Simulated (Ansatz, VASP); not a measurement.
**Two plane-wave programs on Sn**

```
CELL_PARAMETERS angstrom
0.00000 3.31051 3.24560
3.18069 0.00000 3.24560
3.18069 3.31051 0.00000
ATOMIC_POSITIONS crystal
Sn 0.50000 0.50000 0.50000
Sn 0.75000 0.75000 0.75000
```

Change from the starting cell: strain -0.0200 x Voigt [1, -1, 0, 0, 0, 0], atoms carried along.

Alike in both runs: task single point; functional PBEsol; k mesh 12 × 12 × 12; occupations gaussian, width 0.15 eV; no spin polarisation.

|  | VASP | Ansatz |
| --- | --- | --- |
| version | VASP 6.6.1 | Ansatz 0.2.0 |
| potentials or method | VASP PAW PBE potentials, release 64 (Sn_d), cutoff 520 eV | scalar-relativistic, plane waves, PAW |
| valence electrons in the cell | 28 | 28 |

|  | VASP | Ansatz | Ansatz less VASP |
| --- | --- | --- | --- |
| gap on the k mesh at the Fermi level (eV) | none | none | - |
| pressure (GPa) | 0.9 | 1.0 | +0.07 |
| traceless stress, the component that is largest in VASP (GPa) | -0.62 | -0.62 | +0.001 |

VASP's potentials were made for PBE, not for PBEsol. A gap of «none» marks a metal or a gap that the smearing closes.
